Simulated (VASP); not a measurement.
# MgO in VASP: notebook

MgO is run at these levels: r2SCAN, HSE06; tasks: single point.

Program: VASP 6.6.1. These are calculated values, not measurements. Logs are shortened: lines on timing, memory, paths and dates and some standing lists are left out, and cuts for length are marked.

### 1 The cell of the first run

It takes space group Immm (No. 71, orthorhombic). The conventional cell has a = 2.915 Å, b = 3.031 Å, c = 4.204 Å, α = 90.00°, β = 90.00°, γ = 90.00°. Within 2.8 Å of Mg (site symmetry mmm) lie 6 O at 2.10 Å. Within 2.8 Å of O (site symmetry mmm) lie 6 Mg at 2.10 Å.

### 2 Single point, r2SCAN (shear xy strain -3.9%)

POSCAR reads:

```
MgO
1.0
   -0.0407820479      2.1021674168      2.1021674168
    2.1021674168     -0.0407820479      2.1021674168
    2.0613853690      2.0613853690      0.0000000000
Mg O
1 1
Direct
    0.0000000000      0.0000000000      0.0000000000
    0.5000000000      0.5000000000      0.5000000000
```

INCAR.step1 reads:

```
SYSTEM = MgO
PREC = Accurate ; ENCUT = 520
ISMEAR = 0 ; SIGMA = 0.01
LREAL = .False. ; LASPH = .True.
NELM = 100 ; NBANDS = 11
GGA = PE ; ALGO = Normal
EDIFF = 1E-4 ; LWAVE = .True.
LCHARG = .False.
```

INCAR.step2 reads:

```
SYSTEM = MgO
PREC = Accurate ; ENCUT = 520
EDIFF = 1E-7 ; ISMEAR = 0
SIGMA = 0.01 ; LREAL = .False.
LASPH = .True. ; NELM = 100
ALGO = Normal ; ISIF = 2
LWAVE = .False. ; LCHARG = .False.
METAGGA = R2SCAN ; LMIXTAU = .True.
NBANDS = 11 ; ISTART = 1
```

KPOINTS reads:

```
regular mesh
0
Gamma
  10 10 10
  0 0 0
```

Potentials or basis: VASP PAW PBE potentials, release 64 (Mg, O).

On the command line:

```console
$ cat potpaw_PBE.64/Mg/POTCAR potpaw_PBE.64/O/POTCAR > POTCAR
$ cp INCAR.step1 INCAR
$ mpirun -np 1 vasp_std > vasp.out
$ cp INCAR.step2 INCAR
$ mpirun -np 1 vasp_std > vasp.out
```

OUTCAR:

```text
SYSTEM = MgO
   PREC = Accurate
   ENCUT = 520
   EDIFF = 1E-7
   ISMEAR = 0
   LREAL = .False.
   LASPH = .True.
   NELM = 100
   ISIF = 2
   METAGGA = R2SCAN
   ISTART = 1

 ion  position               nearest neighbor table
   1  0.000  0.000  0.000-   2 2.10   2 2.10   2 2.10   2 2.10   2 2.10   2 2.10
   2  0.500  0.500  0.500-   1 2.10   1 2.10   1 2.10   1 2.10   1 2.10   1 2.10

  LATTYP: Found a body centered orthorhombic cell.
 ALAT       =     2.9152391461
 B/A-ratio  =     1.0395676116
 C/A-ratio  =     1.4421920888

  Lattice vectors:

 A1 = (   0.0407820479,  -2.1021674168,  -2.1021674168)
 A2 = (  -0.0407820478,   2.1021674169,  -2.1021674168)
 A3 = (   2.1021674168,  -0.0407820479,   2.1021674168)

Analysis of symmetry for initial positions (statically):
=====================================================================
 Subroutine PRICEL returns:
 Original cell was already a primitive cell.

 Routine SETGRP: Setting up the symmetry group for a
 body centered orthorhombic supercell.

 Subroutine GETGRP returns: Found  8 space group operations
 (whereof  8 operations were pure point group operations)
 out of a pool of  8 trial point group operations.

The static configuration has the point symmetry D_2h.

Analysis of symmetry for dynamics (positions and initial velocities):
=====================================================================
 Subroutine PRICEL returns:
 Original cell was already a primitive cell.

 Routine SETGRP: Setting up the symmetry group for a
 body centered orthorhombic supercell.

 Subroutine GETGRP returns: Found  8 space group operations
 (whereof  8 operations were pure point group operations)
 out of a pool of  8 trial point group operations.

The dynamic configuration has the point symmetry D_2h.

 Subroutine INISYM returns: Found  8 space group operations
 (whereof  8 operations are pure point group operations),
 and found     1 'primitive' translations

----------------------------------------------------------------------------------------

                                     Primitive cell

  volume of cell :      18.5724

  direct lattice vectors                    reciprocal lattice vectors
    -0.040782048  2.102167417  2.102167417    -0.233323281  0.233323281  0.237849753
     2.102167417 -0.040782048  2.102167417     0.233323281 -0.233323281  0.237849753
     2.061385369  2.061385369  0.000000000     0.242555326  0.242555326 -0.237849753

  length of vectors
     2.973193380  2.973193380  2.915239146     0.406757928  0.406757928  0.417419066

  position of ions in fractional coordinates (direct lattice)
     0.000000000  0.000000000  0.000000000
     0.500000000  0.500000000  0.500000000

  ion indices of the primitive-cell ions
   primitive index   ion index
                 1           1
                 2           2

----------------------------------------------------------------------------------------

 KPOINTS: regular mesh

Automatic generation of k-mesh.
 Grid dimensions read from file:
 generate k-points for:   10   10   10

 Generating k-lattice:

  Cartesian coordinates                     Fractional coordinates (reciprocal lattice)
    -0.023332328  0.023332328  0.023784975     0.100000000  0.000000000  0.000000000
     0.023332328 -0.023332328  0.023784975     0.000000000  0.100000000  0.000000000
     0.024255533  0.024255533 -0.023784975    -0.000000000 -0.000000000  0.100000000

  Length of vectors
     0.040675793  0.040675793  0.041741907

  Shift w.r.t. Gamma in fractional coordinates (k-lattice)
     0.000000000  0.000000000  0.000000000

 Subroutine IBZKPT returns following result:
 ===========================================

 Found    171 irreducible k-points:

 Following reciprocal coordinates:
            Coordinates               Weight
  0.000000  0.000000  0.000000      1.000000
  0.100000  0.000000  0.000000      4.000000
  0.200000  0.000000  0.000000      4.000000
  0.300000  0.000000  0.000000      4.000000
  0.400000  0.000000  0.000000      4.000000
  0.500000  0.000000  0.000000      2.000000
[... 16 lines left out ...]
  0.300000  0.300000  0.000000      2.000000
  0.400000  0.300000  0.000000      4.000000
 [... further k-points ...]
   k-points           NKPTS =    171   k-points in BZ     NKDIM =    171   number of bands    NBANDS=     11
   number of dos      NEDOS =    301   number of ions     NIONS =      2
   total plane-waves  NPLWV =  13824
   dimension x,y,z NGX =    24 NGY =   24 NGZ =   24
   dimension x,y,z NGXF=    48 NGYF=   48 NGZF=   48
   ions per type =               1   1
   NGX,Y,Z   is equivalent  to a cutoff of  13.42, 13.42, 13.69 a.u.
   NGXF,Y,Z  is equivalent  to a cutoff of  26.84, 26.84, 27.37 a.u.
 SYSTEM =  MgO
   PREC   = accura    normal or accurate (medium, high low for compatibility)
   ISTART =      1    job   : 0-new  1-cont  2-samecut
   ICHARG =      0    charge: 1-file 2-atom 10-const
[... 66 lines left out ...]
      3       2.8187      2.00000
      4       2.9775      2.00000
      5       8.4675      0.00000
      6      19.1197      0.00000
      7      19.7135      0.00000
      8      20.2826      0.00000
      9      23.8226      0.00000
     10      25.6298      0.00000
     11      25.6567      0.00000

 k-point     2 :       0.1000    0.0000    0.0000
  band No.  band energies     occupation
      1     -15.3058      2.00000
      2       2.0939      2.00000
      3       2.7128      2.00000
      4       2.9098      2.00000
      5       9.0824      0.00000
      6      18.1740      0.00000
      7      19.8043      0.00000
      8      20.5239      0.00000
      9      24.8503      0.00000
     10      25.0771      0.00000
     11      25.5245      0.00000

 k-point     3 :       0.2000    0.0000    0.0000
  band No.  band energies     occupation
      1     -15.0282      2.00000
      2       0.7812      2.00000
      3       2.5463      2.00000
      4       2.7379      2.00000
      5      10.3107      0.00000
      6      16.7755      0.00000
      7      20.3716      0.00000
      8      21.0029      0.00000
      9      24.0692      0.00000
     10      24.5305      0.00000
     11      26.7696      0.00000

 k-point     4 :       0.3000    0.0000    0.0000
  band No.  band energies     occupation
      1     -14.6561      2.00000
      2      -0.5530      2.00000
      3       2.3544      2.00000
      4       2.5349      2.00000
      5      11.3187      0.00000
      6      16.1374      0.00000
      7      20.6571      0.00000
      8      21.1122      0.00000
      9      24.3533      0.00000
     10      25.0984      0.00000
     11      26.2109      0.00000

 k-point     5 :       0.4000    0.0000    0.0000
  band No.  band energies     occupation
      1     -14.3261      2.00000
      2      -1.5254      2.00000
      3       2.2062      2.00000
      4       2.3776      2.00000
      5      11.7262      0.00000
      6      16.2701      0.00000
      7      20.5129      0.00000
      8      20.9081      0.00000
      9      25.5059      0.00000
     10      25.7603      0.00000
     11      26.4567      0.00000
[... 211 lines left out ...]
 k-point    21 :      -0.3000    0.2000    0.0000
  band No.  band energies     occupation
      1     -14.2556      2.00000
      2      -0.8914      2.00000
      3       0.9529      2.00000
      4       2.3207      2.00000
      5      13.1648      0.00000
      6      15.8472      0.00000
      7      18.3649      0.00000
      8      21.9099      0.00000
      9      24.7779      0.00000
     10      24.8644      0.00000
     11      29.7675      0.00000

 k-point    22 :      -0.2000    0.2000    0.0000
  band No.  band energies     occupation
      1     -14.5546      2.00000
      2      -0.2976      2.00000
      3       1.4102      2.00000
      4       2.5231      2.00000
      5      12.2905      0.00000
      6      15.7740      0.00000
      7      19.2662      0.00000
      8      22.3642      0.00000
      9      22.9484      0.00000
     10      25.2753      0.00000
     11      29.6337      0.00000

 k-point    23 :       0.3000    0.3000    0.0000
  band No.  band energies     occupation
      1     -14.4307      2.00000
      2      -0.3408      2.00000
      3       1.6540      2.00000
      4       2.0826      2.00000
      5      12.6524      0.00000
      6      14.2705      0.00000
      7      18.5192      0.00000
      8      21.6560      0.00000
      9      22.5466      0.00000
     10      28.4068      0.00000
     11      31.8733      0.00000

 k-point    24 :       0.4000    0.3000    0.0000
  band No.  band energies     occupation
      1     -14.1935      2.00000
      2      -0.7948      2.00000
      3       1.3152      2.00000
      4       1.9374      2.00000
      5      13.4945      0.00000
      6      13.9136      0.00000
      7      17.6838      0.00000
      8      22.1927      0.00000
      9      22.8092      0.00000
     10      29.2772      0.00000
     11      31.3764      0.00000

 [... further k-points ...]

------------------------ aborting loop because EDIFF is reached ----------------------------------------

  FORCE on cell =-STRESS in cart. coord.  units (eV):
  Direction    XX          YY          ZZ          XY          YZ          ZX
  --------------------------------------------------------------------------------------
  -------------------------------------------------------------------------------------
  Total       -0.1104867     -0.1104867     -0.1493508      0.7110268      0.0000000      0.0000000
  in kB       -9.5313004     -9.5313004    -12.8839675     61.3377949      0.0000000      0.0000000
  external PRESSURE =     -10.6488561 kB  Pullay stress =       0.0000000 kB

 VOLUME and BASIS-vectors are now :
 -----------------------------------------------------------------------------
  energy-cutoff  :      520.00
  volume of cell :       18.57
      direct lattice vectors                 reciprocal lattice vectors
    -0.040782048  2.102167417  2.102167417    -0.233323281  0.233323281  0.237849753
     2.102167417 -0.040782048  2.102167417     0.233323281 -0.233323281  0.237849753
     2.061385369  2.061385369  0.000000000     0.242555326  0.242555326 -0.237849753

 POSITION                                       TOTAL-FORCE (eV/Angst)
 -----------------------------------------------------------------------------------
      0.00000      0.00000      0.00000         0.000000      0.000000     -0.000000
      2.06139      2.06139      2.10217        -0.000000      0.000000      0.000000
 -----------------------------------------------------------------------------------
    total drift:                               -0.000000     -0.000000      0.000000

  FREE ENERGIE OF THE ION-ELECTRON SYSTEM (eV)
  ---------------------------------------------------
  free  energy   TOTEN  =       -16.1473737630 eV

  energy  without entropy=      -16.1473737630  energy(sigma->0) =      -16.14737376
```

Wall time 3.6 min (1 thread of AMD EPYC 7R13, shared host); peak memory 0.14 GiB.

What came out:

| Item | Value |
| --- | --- |
| Free energy | -16.1474 eV |
| Pressure | -1.1 GPa |
| Band gap on the k mesh | 5.49 eV, direct |

Caveat: the cell differs from its parent crystal (shear xy strain -3.9%); the PAW data sets were made with another functional, which shifts forces and pressure a little.

### 3 Single point, r2SCAN (shear xy strain -3.9%)

POSCAR is that of step 2.

INCAR.step1 reads:

```
SYSTEM = MgO
PREC = Accurate ; ENCUT = 660
ISMEAR = 0 ; SIGMA = 0.01
LREAL = .False. ; LASPH = .True.
NELM = 120 ; NBANDS = 15
GGA = PE ; ALGO = Normal
EDIFF = 1E-5 ; LWAVE = .True.
LCHARG = .False. ; GGA_COMPAT = .False.
```

INCAR.step2 reads:

```
SYSTEM = MgO
PREC = Accurate ; ENCUT = 660
EDIFF = 1E-6 ; ISMEAR = 0
SIGMA = 0.01 ; LREAL = .False.
LASPH = .True. ; NELM = 120
ALGO = Normal ; ISIF = 2
LWAVE = .False. ; LCHARG = .False.
METAGGA = R2SCAN ; LMIXTAU = .True.
NBANDS = 15 ; ISTART = 1
GGA_COMPAT = .False.
```

KPOINTS is that of step 2.

Potentials or basis: VASP PAW PBE potentials, release 64 (Mg_sv, O).

On the command line:

```console
$ cat potpaw_PBE.64/Mg_sv/POTCAR potpaw_PBE.64/O/POTCAR > POTCAR
$ cp INCAR.step1 INCAR
$ mpirun -np 1 vasp_std > vasp.out
$ cp INCAR.step2 INCAR
$ mpirun -np 1 vasp_std > vasp.out
```

It took 3.3 min on 1 thread of Intel Xeon Platinum 8259CL at 2.50GHz (Skylake/Cascade Lake), shared host; peak memory 0.2 GiB.

It converged, with:

- Free energy: -16.1614 eV
- Pressure: -0.1 GPa
- Band gap on the k mesh: 5.54 eV, direct

Stress tensor (GPa, compression positive):
```
 0.09  6.05  0.00
 6.05  0.09  0.00
 0.00  0.00 -0.37
```

Levels at points of the mesh, in eV from the valence-band top:
```
           k point  band 4  band 5  band 6  band 7  band 8  band 9  band 10  band 11  band 12  band 13
(0.00, 0.00, 0.00)  -40.20  -18.37   -0.30   -0.16    0.00    5.54    16.17    16.76    17.33    20.84
(0.50, 0.00, 0.00)  -40.21  -17.13   -4.84   -0.83   -0.66    8.84    13.53    17.52    17.91    22.63
(0.50, 0.50, 0.00)  -40.23  -16.87   -4.25   -1.76   -1.28    9.73    11.27    14.22    19.99    20.82
(0.00, 0.00, 0.50)  -40.21  -17.03   -4.71   -0.99   -0.84    8.57    13.98    16.95    17.33    22.28
(0.50, 0.00, 0.50)  -40.23  -16.87   -4.25   -1.53   -1.52    9.90    11.08    14.19    20.39    20.42
```

Caveat: the cell differs from its parent crystal (shear xy strain -3.9%); the PAW data sets were made with another functional, which shifts forces and pressure a little.

### 4 Single point, HSE06 (uniaxial z strain +4.4%)

POSCAR reads:

```
MgO
1.0
    0.0000000000      2.1021674168      2.1940321330
    2.1021674168      0.0000000000      2.1940321330
    2.1021674168      2.1021674168      0.0000000000
Mg O
1 1
Direct
    0.0000000000      0.0000000000      0.0000000000
    0.5000000000      0.5000000000      0.5000000000
```

INCAR.step1 reads:

```
  PREC = Accurate
  ENCUT = 520
  EDIFF = 1E-5
  ISMEAR = 0
  SIGMA = 0.01
  LREAL = False
  LASPH = True
  NELM = 60
  ALGO = Normal
  ISIF = 2
  LWAVE = True
  LCHARG = False
  GGA = PE
  NBANDS = 11
```

INCAR.step2 reads:

```
  PREC = Accurate
  ENCUT = 520
  EDIFF = 1E-6
  ISMEAR = 0
  SIGMA = 0.01
  LREAL = False
  LASPH = True
  NELM = 60
  ALGO = Normal
  ISIF = 2
  LWAVE = False
  LCHARG = False
  GGA = PE
  LHFCALC = True
  HFSCREEN = 0.2079
  PRECFOCK = Normal
  ISTART = 1
  NBANDS = 11
```

KPOINTS reads:

```
regular mesh
0
Gamma
  8 8 8
```

Potentials or basis: VASP PAW PBE potentials, release 64 (Mg, O).

On the command line:

```console
$ cat potpaw_PBE.64/Mg/POTCAR potpaw_PBE.64/O/POTCAR > POTCAR
$ cp INCAR.step1 INCAR
$ mpirun -np 1 vasp_std > vasp.out
$ cp INCAR.step2 INCAR
$ mpirun -np 1 vasp_std > vasp.out
```

Run time: 40 min. Hardware: 1 thread of Intel Xeon Platinum 8488C (Sapphire Rapids), shared host; peak memory 0.27 GiB.

The run converged. Its results:

```yaml
Free_energy: -14.1796 eV
Pressure: -6.7 GPa
Band_gap_on_the_k_mesh: 5.96 eV, direct
```

Stress tensor (GPa, compression positive):
```
 -4.56   0.00   0.00
  0.00  -4.56   0.00
  0.00   0.00 -10.86
```

Levels at points of the mesh, in eV from the valence-band top:
```
           k point  band 2  band 3  band 4  band 5  band 6  band 7
(0.00, 0.00, 0.00)   -0.12   -0.12    0.00    5.96   17.17   17.61
(0.50, 0.00, 0.00)   -4.83   -0.79   -0.71    9.32   14.31   17.41
(0.50, 0.50, 0.00)   -4.38   -1.37   -1.37   11.02   11.41   14.48
(0.50, 0.00, 0.50)   -4.26   -1.70   -1.39   10.58   11.33   15.04
```

Caveat: the cell differs from its parent crystal (uniaxial z strain +4.4%); the PAW data sets were made with another functional, which shifts forces and pressure a little.

### 5 Single point, r2SCAN (uniaxial z strain +4.4%)

POSCAR is that of step 4.

INCAR.step1 reads:

```
SYSTEM = MgO
PREC = Accurate
ENCUT = 660
ISMEAR = 0
SIGMA = 0.01
LREAL = .False.
LASPH = .True.
NELM = 120
NBANDS = 15
GGA = PE
ALGO = Normal
EDIFF = 1E-5
LWAVE = .True.
LCHARG = .False.
GGA_COMPAT = .False.
```

INCAR.step2 reads:

```
SYSTEM = MgO
PREC = Accurate
ENCUT = 660
EDIFF = 1E-6
ISMEAR = 0
SIGMA = 0.01
LREAL = .False.
LASPH = .True.
NELM = 120
ALGO = Normal
ISIF = 2
LWAVE = .False.
LCHARG = .False.
METAGGA = R2SCAN
LMIXTAU = .True.
NBANDS = 15
ISTART = 1
GGA_COMPAT = .False.
```

KPOINTS reads:

```
regular mesh
0
Gamma
  10 10 10
  0 0 0
```

Potentials or basis: VASP PAW PBE potentials, release 64 (Mg_sv, O).

On the command line:

```console
$ cat potpaw_PBE.64/Mg_sv/POTCAR potpaw_PBE.64/O/POTCAR > POTCAR
$ cp INCAR.step1 INCAR
$ mpirun -np 1 vasp_std > vasp.out
$ cp INCAR.step2 INCAR
$ mpirun -np 1 vasp_std > vasp.out
```

Run time: 2.2 min. Hardware: 1 thread of Intel Xeon Platinum 8559C (Emerald Rapids), shared host; peak memory 0.18 GiB.

It converged, with:

* Free energy: -16.1492 eV
* Pressure: -6.3 GPa
* Band gap on the k mesh: 5.22 eV, direct

Stress tensor (GPa, compression positive):
```
 -3.97   0.00   0.00
  0.00  -3.97   0.00
  0.00   0.00 -10.94
```

Levels at points of the mesh, in eV from the valence-band top:
```csv
k point,band 6,band 7,band 8,band 9,band 10,band 11
"(0.00, 0.00, 0.00)",-0.09,-0.09,0.00,5.22,16.31,16.75
"(0.50, 0.00, 0.00)",-4.49,-0.74,-0.65,8.52,13.34,16.64
"(0.50, 0.50, 0.00)",-4.06,-1.25,-1.25,10.23,10.78,13.47
"(0.50, 0.00, 0.50)",-3.93,-1.56,-1.29,9.80,10.71,14.03
```

Caveat: the cell differs from its parent crystal (uniaxial z strain +4.4%); the PAW data sets were made with another functional, which shifts forces and pressure a little.

### 6 Overview

| level | potentials or basis | cell | k mesh | cutoff (eV) | second run | grid for exact exchange (PRECFOCK) | screening parameter | gap on the mesh (eV) | pressure (GPa) |
| --- | --- | --- | --- | --- | --- | --- | --- | --- | --- |
| r2SCAN | VASP PAW PBE potentials, release 64 (Mg, O) | a = 2.973, b = 2.973, c = 2.915 Å, angles 60.6, 60.6, 61.3°, 2 atoms | 10 × 10 × 10 | 520 | - | - | - | 5.49 | -1.1 |
| r2SCAN | VASP PAW PBE potentials, release 64 (Mg_sv, O) | a = 2.973, b = 2.973, c = 2.915 Å, angles 60.6, 60.6, 61.3°, 2 atoms | 10 × 10 × 10 | 660 | valence_matched | - | - | 5.54 | -0.1 |
| HSE06 | VASP PAW PBE potentials, release 64 (Mg, O) | a = 3.039, b = 3.039, c = 2.973 Å, angles 60.7, 60.7, 58.6°, 2 atoms | 8 × 8 × 8 | 520 | - | Normal | 0.2079 1/Å | 5.96 | -6.7 |
| r2SCAN | VASP PAW PBE potentials, release 64 (Mg_sv, O) | a = 3.039, b = 3.039, c = 2.973 Å, angles 60.7, 60.7, 58.6°, 2 atoms | 10 × 10 × 10 | 660 | valence_matched | - | - | 5.22 | -6.3 |

Alike in all rows: task single point; no spin polarisation; smearing gaussian 0.01 eV.

Caveats: the PAW data sets were made with another functional, which shifts forces and pressure a little.

Total energies depend on the potentials used, so only differences within one code and one set of settings carry meaning.
